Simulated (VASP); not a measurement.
Set up this calculation in VASP 6.6.1, as the native input.

* Task: relaxation of cell and atoms
* Functional: r2SCAN
* Potentials or basis: VASP PAW PBE potentials, release 64 (Sc_sv)
* Cutoff: 600 eV
* k mesh: 8 × 8 × 4
* Occupations: methfessel-paxton, width 0.05 eV
* Spin: no spin polarisation
* Target pressure: 20 GPa
* Dipole correction: no
* Further INCAR settings: ALGO = Normal; EDIFF = 1e-06; IBRION = 2; EDIFFG = -0.03; NSW = 80; ISIF = 3

Sc:

```xyz
2
Lattice="3.2800 0.0000 0.0000 -1.6400 2.8406 0.0000 0.0000 0.0000 5.3562" Properties=species:S:1:pos:R:3 pbc="T T T"
Sc    0.0000    1.8937    1.3391
Sc    1.6400    0.9469    4.0172
```

These files were run (other wordings do the same):

POSCAR

```
Sc
1.0
    3.2800000000      0.0000000000      0.0000000000
   -1.6400000000      2.8405633244      0.0000000000
    0.0000000000      0.0000000000      5.3562400000
Sc
2
Direct
    0.3333333333      0.6666666667      0.2500000000
    0.6666666667      0.3333333333      0.7500000000
```

INCAR.step1

```
SYSTEM = Sc
  PREC = Accurate
  ENCUT = 600
  ISMEAR = 1
  SIGMA = 0.05
  LREAL = .False.
  LASPH = .True.
  NELM = 100
  GGA = PE
  ALGO = Normal
  EDIFF = 1E-4
  LWAVE = .True.
  LCHARG = .False.
```

INCAR.step2

```
SYSTEM = Sc
  PREC = Accurate
  ENCUT = 600
  EDIFF = 1E-6
  ISMEAR = 1
  SIGMA = 0.05
  LREAL = .False.
  LASPH = .True.
  NELM = 100
  ALGO = Normal
  ISIF = 3
  LWAVE = .False.
  LCHARG = .False.
  METAGGA = R2SCAN
  LMIXTAU = .True.
  IBRION = 2
  NSW = 80
  EDIFFG = -0.03
  PSTRESS = 200.0
  ISTART = 1
```

KPOINTS

```
Automatic mesh
0
Gamma
  8 8 4
  0 0 0
```

Potentials or basis: VASP PAW PBE potentials, release 64 (Sc_sv).

Launch:

```sh
$ cat potpaw_PBE.64/Sc_sv/POTCAR > POTCAR
$ cp INCAR.step1 INCAR
$ mpirun -np 1 vasp_std > vasp.out
$ cp INCAR.step2 INCAR
$ mpirun -np 1 vasp_std > vasp.out
```

It gave:

```json
{
 "Relaxed volume": "19.55 Å³/atom",
 "Relaxed cell": "a = 3.109 Å, b = 3.109 Å, c = 4.672 Å, α = 90.00°, β = 90.00°, γ = 120.00°",
 "Space group after relaxing (to 0.1 Å)": "P6_3/mmc (No. 194)",
 "Energy change on relaxing (the run minimises the enthalpy)": "+270.6 meV/atom",
 "Ionic steps": "8",
 "Pressure after relaxing": "19.9 GPa",
 "Band gap on the k mesh": "zero (bands 11 and 12 overlap by 2.30 eV)"
}
```

Caveat: the cell is relaxed towards a set pressure, so the run minimises the enthalpy, not the energy; the volume moved by over 15 % at a fixed basis, so the end points are rough; the PAW data sets were made with another functional, which shifts forces and pressure a little.

Run time: 21 min on 1 thread of Oxide Virtual Turin-like Processor (shared host), peak memory 0.18 GiB.
